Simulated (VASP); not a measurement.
# ZnSe (F-43m) in VASP: single point with PBE

Aim: the single point of ZnSe with PBE.

Everything below comes from runs of VASP 6.6.1. Logs are shortened: lines on timing, memory, paths and dates and some standing lists are left out, and cuts for length are marked.

### 1 The cell of the first run

The structure is cubic, space group F-43m (No. 216). The conventional cell has a = 5.668 Å, b = 5.668 Å, c = 5.668 Å, α = 90.00°, β = 90.00°, γ = 90.00°. Zn (site symmetry -43m) has 4 Se at 2.45 Å within 3.2 Å. Se (site symmetry -43m) has 4 Zn at 2.45 Å within 3.2 Å.

### 2 Single point, PBE

INCAR reads:

```
SYSTEM = ZnSe
ALGO = Normal
EDIFF = 1E-7
ENCUT = 520
GGA = PE
ISIF = 2
ISMEAR = 0
LASPH = .True.
LCHARG = .False.
LREAL = .False.
LWAVE = .False.
NBANDS = 16
NELM = 60
PREC = Accurate
SIGMA = 0.01
```

KPOINTS reads:

```
k-points
0
Gamma
  5 5 5
  0 0 0
```

POSCAR reads:

```
ZnSe
1.0
    0.0000000000      2.8338000000      2.8338000000
    2.8338000000      0.0000000000      2.8338000000
    2.8338000000      2.8338000000      0.0000000000
Zn Se
1 1
Direct
    0.0000000000      0.0000000000      0.0000000000
    0.2500000000      0.2500000000      0.2500000000
```

Potentials or basis: VASP PAW PBE potentials, release 64 (Zn, Se).

On the command line:

```console
> cat potpaw_PBE.64/Zn/POTCAR potpaw_PBE.64/Se/POTCAR > POTCAR
> mpirun -np 1 vasp_std > vasp.out
```

OUTCAR:

```text
SYSTEM = ZnSe
   EDIFF = 1E-7
   ENCUT = 520
   GGA = PE
   ISIF = 2
   ISMEAR = 0
   LASPH = .True.
   LREAL = .False.
   NELM = 60
   PREC = Accurate

 ion  position               nearest neighbor table
   1  0.000  0.000  0.000-   2 2.45   2 2.45   2 2.45   2 2.45
   2  0.250  0.250  0.250-   1 2.45   1 2.45   1 2.45   1 2.45

  LATTYP: Found a face centered cubic cell.
 ALAT       =     5.6676000000

  Lattice vectors:

 A1 = (   0.0000000000,   2.8338000000,   2.8338000000)
 A2 = (   2.8338000000,   0.0000000000,   2.8338000000)
 A3 = (   2.8338000000,   2.8338000000,   0.0000000000)

Analysis of symmetry for initial positions (statically):
=====================================================================
 Subroutine PRICEL returns:
 Original cell was already a primitive cell.

 Routine SETGRP: Setting up the symmetry group for a
 face centered cubic supercell.

 Subroutine GETGRP returns: Found 24 space group operations
 (whereof 24 operations were pure point group operations)
 out of a pool of 48 trial point group operations.

The static configuration has the point symmetry T_d .

Analysis of symmetry for dynamics (positions and initial velocities):
=====================================================================
 Subroutine PRICEL returns:
 Original cell was already a primitive cell.

 Routine SETGRP: Setting up the symmetry group for a
 face centered cubic supercell.

 Subroutine GETGRP returns: Found 24 space group operations
 (whereof 24 operations were pure point group operations)
 out of a pool of 48 trial point group operations.

The dynamic configuration has the point symmetry T_d .

 Subroutine INISYM returns: Found 24 space group operations
 (whereof 24 operations are pure point group operations),
 and found     1 'primitive' translations

----------------------------------------------------------------------------------------

                                     Primitive cell

  volume of cell :      45.5132

  direct lattice vectors                    reciprocal lattice vectors
     0.000000000  2.833800000  2.833800000    -0.176441527  0.176441527  0.176441527
     2.833800000  0.000000000  2.833800000     0.176441527 -0.176441527  0.176441527
     2.833800000  2.833800000  0.000000000     0.176441527  0.176441527 -0.176441527

  length of vectors
     4.007598393  4.007598393  4.007598393     0.305605690  0.305605690  0.305605690

  position of ions in fractional coordinates (direct lattice)
     0.000000000  0.000000000  0.000000000
     0.250000000  0.250000000  0.250000000

  ion indices of the primitive-cell ions
   primitive index   ion index
                 1           1
                 2           2

----------------------------------------------------------------------------------------

 KPOINTS: k-points

Automatic generation of k-mesh.
 Grid dimensions read from file:
 generate k-points for:    5    5    5

 Generating k-lattice:

  Cartesian coordinates                     Fractional coordinates (reciprocal lattice)
    -0.035288305  0.035288305  0.035288305     0.200000000  0.000000000  0.000000000
     0.035288305 -0.035288305  0.035288305     0.000000000  0.200000000  0.000000000
     0.035288305  0.035288305 -0.035288305     0.000000000  0.000000000  0.200000000

  Length of vectors
     0.061121138  0.061121138  0.061121138

  Shift w.r.t. Gamma in fractional coordinates (k-lattice)
     0.000000000  0.000000000  0.000000000

 Subroutine IBZKPT returns following result:
 ===========================================

 Found     10 irreducible k-points:

 Following reciprocal coordinates:
            Coordinates               Weight
  0.000000  0.000000  0.000000      1.000000
  0.200000  0.000000  0.000000      8.000000
  0.400000  0.000000  0.000000      8.000000
  0.200000  0.200000  0.000000      6.000000
  0.400000  0.200000  0.000000     24.000000
 -0.400000  0.200000  0.000000     24.000000
 -0.200000  0.200000  0.000000     12.000000
  0.400000  0.400000  0.000000      6.000000
 -0.400000  0.400000  0.000000     12.000000
 -0.400000  0.400000  0.200000     24.000000
   k-points           NKPTS =     10   k-points in BZ     NKDIM =     10   number of bands    NBANDS=     16
   number of dos      NEDOS =    301   number of ions     NIONS =      2
   total plane-waves  NPLWV =  27000
   dimension x,y,z NGX =    30 NGY =   30 NGZ =   30
   dimension x,y,z NGXF=    60 NGYF=   60 NGZF=   60
   ions per type =               1   1
   NGX,Y,Z   is equivalent  to a cutoff of  12.44, 12.44, 12.44 a.u.
   NGXF,Y,Z  is equivalent  to a cutoff of  24.89, 24.89, 24.89 a.u.
 SYSTEM =  ZnSe
   PREC   = accura    normal or accurate (medium, high low for compatibility)
   ISTART =      0    job   : 0-new  1-cont  2-samecut
   ICHARG =      2    charge: 1-file 2-atom 10-const
   ISPIN  =      1    spin polarized calculation?
   LNONCOLLINEAR =      F non collinear calculations
   LSORBIT =      F    spin-orbit coupling
   LASPH  =      T    aspherical Exc in radial PAW
   ENCUT  =  520.0 eV  38.22 Ry    6.18 a.u.   7.45  7.45  7.45*2*pi/ulx,y,z
   NELM   =     60;   NELMIN=  2; NELMDL= -5     # of ELM steps
   EDIFF  = 0.1E-06   stopping-criterion for ELM
   LREAL  =      F    real-space projection
   EDIFFG = 0.1E-05   stopping-criterion for IOM
   NSW    =      0    number of steps for IOM
   IBRION =     -1    ionic relax: 0-MD 1-quasi-New 2-CG
   NFREE  =      0    steps in history (QN), initial steepest desc. (CG)
   ISIF   =      2    stress and relaxation
   ISYM   =      2    0-nonsym 1-usesym 2-fastsym
   POTIM  = 0.5000    time-step for ionic-motion
   TEBEG  =    0.0;   TEEND  =   0.0 temperature during run
   PSTRESS=    0.0 pullay stress
   NELECT =      18.0000    total number of electrons
   NUPDOWN=      -1.0000    fix difference up-down
   EMIN   =  10.00;   EMAX   =-10.00  energy-range for DOS
   EFERMI =   0.00;   METHOD = LEGACY
   ISMEAR =     0;   SIGMA  =   0.01  broadening in eV -4-tet -1-fermi 0-gaus
   EFERMI_NEDOS =   21; number of points for ismear=-14 and -15
   IALGO  =     38    algorithm
   IMIX   =      4    mixing-type and parameters
     AMIX     =   0.40;   BMIX     =  1.00
     AMIX_MAG =   1.60;   BMIX_MAG =  1.00
  volume/ion in A,a.u.               =      22.76       153.57
  Fermi-wavevector in a.u.,A,eV,Ry     =   1.201673  2.270834 19.647073  1.444019
  Thomas-Fermi vector in A             =   2.337476
   LORBIT       =      0    0 simple, 1 ext, 2 COOP (PROOUT), +10 PAW based schemes
   GGA     = PE    functional components
   LHFCALC =     F    Hartree Fock is set to
   AEXX    =    0.0000 exact exchange contribution
   IVDW    =     0    specifies the selected vdW correction
   LEPSILON=     F    determine dielectric tensor
   LRPA    =     F    only Hartree local field effects (RPA)
 non-spin polarized calculation
 Gauss-broadening in eV      SIGMA  =   0.01
  energy-cutoff  :      520.00
  volume of cell :       45.51
 maximum number of plane-waves:      1244
 NGX is ok and might be reduce to    30
   NGX = 15   NGY = 15   NGZ = 15

 number of electron      18.0000012 magnetization

 Free energy of the ion-electron system (eV)
  ---------------------------------------------------
  ext. energy  EPLUGINS =         0.00000000
  ---------------------------------------------------
  free energy    TOTEN  =        -6.00192903 eV

  energy without entropy =       -6.00192903  energy(sigma->0) =       -6.00192903

 E-fermi :   1.7295     XC(G=0):  -9.3169

 val. band max:        1.6235284303   @ k =   0.0000   0.0000   0.0000
 cond. band min:       2.9094952924   @ k =   0.0000   0.0000   0.0000
 fundamental gap:      1.2859668621
 Fermi energy:         1.7294760719

 k-point     1 :       0.0000    0.0000    0.0000
  band No.  band energies     occupation
      1     -11.6341      2.00000
      2      -4.9322      2.00000
      3      -4.9322      2.00000
      4      -4.9322      2.00000
      5      -4.5635      2.00000
      6      -4.5635      2.00000
[... 8 lines left out ...]
     15      13.0779      0.00000
     16      13.0779      0.00000

 k-point     2 :       0.2000    0.0000    0.0000
  band No.  band energies     occupation
      1     -11.3894      2.00000
      2      -4.9027      2.00000
      3      -4.8961      2.00000
      4      -4.8961      2.00000
      5      -4.5650      2.00000
      6      -4.5650      2.00000
[... 8 lines left out ...]
     15      11.9974      0.00000
     16      12.5799      0.00000

 k-point     3 :       0.4000    0.0000    0.0000
  band No.  band energies     occupation
      1     -10.9318      2.00000
      2      -4.8505      2.00000
      3      -4.8505      2.00000
      4      -4.6128      2.00000
      5      -4.5503      2.00000
      6      -4.5503      2.00000
[... 8 lines left out ...]
     15      13.5200      0.00000
     16      13.5200      0.00000

 k-point     4 :       0.2000    0.2000    0.0000
  band No.  band energies     occupation
      1     -11.3074      2.00000
      2      -4.9449      2.00000
      3      -4.8585      2.00000
      4      -4.8585      2.00000
      5      -4.5864      2.00000
      6      -4.5468      2.00000
[... 8 lines left out ...]
     15      13.6375      0.00000
     16      14.3351      0.00000

 k-point     5 :       0.4000    0.2000    0.0000
  band No.  band energies     occupation
      1     -10.9113      2.00000
      2      -4.8735      2.00000
      3      -4.7979      2.00000
      4      -4.7454      2.00000
      5      -4.5456      2.00000
      6      -4.5357      2.00000
[... 8 lines left out ...]
     15      14.6076      0.00000
     16      14.6667      0.00000

 k-point     6 :      -0.4000    0.2000    0.0000
  band No.  band energies     occupation
      1     -10.7388      2.00000
      2      -4.8354      2.00000
      3      -4.7962      2.00000
      4      -4.5897      2.00000
      5      -4.5549      2.00000
      6      -4.3850      2.00000
[... 8 lines left out ...]
     15      13.1082      0.00000
     16      14.7446      0.00000

 k-point     7 :      -0.2000    0.2000    0.0000
  band No.  band energies     occupation
      1     -11.0651      2.00000
      2      -4.8515      2.00000
      3      -4.8475      2.00000
      4      -4.8061      2.00000
      5      -4.5793      2.00000
      6      -4.5379      2.00000
[... 8 lines left out ...]
     15      13.6380      0.00000
     16      14.7853      0.00000

 k-point     8 :       0.4000    0.4000    0.0000
  band No.  band energies     occupation
      1     -10.6938      2.00000
      2      -4.9092      2.00000
      3      -4.7099      2.00000
      4      -4.7099      2.00000
      5      -4.5198      2.00000
      6      -4.4894      2.00000
[... 8 lines left out ...]
     15      15.0967      0.00000
     16      17.1512      0.00000

 k-point     9 :      -0.4000    0.4000    0.0000
  band No.  band energies     occupation
      1     -10.5824      2.00000
      2      -4.8545      2.00000
      3      -4.7085      2.00000
      4      -4.6573      2.00000
      5      -4.5339      2.00000
      6      -4.3119      2.00000
[... 8 lines left out ...]
     15      14.1532      0.00000
     16      16.5901      0.00000

 k-point    10 :      -0.4000    0.4000    0.2000
  band No.  band energies     occupation
      1     -10.6457      2.00000
      2      -4.8209      2.00000
      3      -4.7598      2.00000
      4      -4.6344      2.00000
      5      -4.5549      2.00000
      6      -4.3674      2.00000
[... 8 lines left out ...]
     15      14.1889      0.00000
     16      16.7184      0.00000

------------------------ aborting loop because EDIFF is reached ----------------------------------------

  FORCE on cell =-STRESS in cart. coord.  units (eV):
  Direction    XX          YY          ZZ          XY          YZ          ZX
  --------------------------------------------------------------------------------------
  -------------------------------------------------------------------------------------
  Total        0.6928788      0.6928788      0.6928788      0.0000000      0.0000000      0.0000000
  in kB       24.3910379     24.3910379     24.3910379      0.0000000      0.0000000      0.0000000
  external PRESSURE =      24.3910379 kB  Pullay stress =       0.0000000 kB

 VOLUME and BASIS-vectors are now :
 -----------------------------------------------------------------------------
  energy-cutoff  :      520.00
  volume of cell :       45.51
      direct lattice vectors                 reciprocal lattice vectors
     0.000000000  2.833800000  2.833800000    -0.176441527  0.176441527  0.176441527
     2.833800000  0.000000000  2.833800000     0.176441527 -0.176441527  0.176441527
     2.833800000  2.833800000  0.000000000     0.176441527  0.176441527 -0.176441527

 POSITION                                       TOTAL-FORCE (eV/Angst)
 -----------------------------------------------------------------------------------
      0.00000      0.00000      0.00000         0.000000      0.000000      0.000000
      1.41690      1.41690      1.41690        -0.000000     -0.000000     -0.000000
 -----------------------------------------------------------------------------------
    total drift:                               -0.000001     -0.000001     -0.000001

  FREE ENERGIE OF THE ION-ELECTRON SYSTEM (eV)
  ---------------------------------------------------
  free  energy   TOTEN  =        -6.0019290301 eV

  energy  without entropy=       -6.0019290301  energy(sigma->0) =       -6.00192903
```

It took 10 s on 1 thread of Intel Xeon Platinum 8259CL at 2.50GHz (Skylake/Cascade Lake), shared host; peak memory 0.16 GiB.

Results:

| Quantity | Value |
| --- | --- |
| Free energy | -6.0019 eV |
| Pressure | 2.4 GPa |
| Band gap on the k mesh | 1.29 eV |
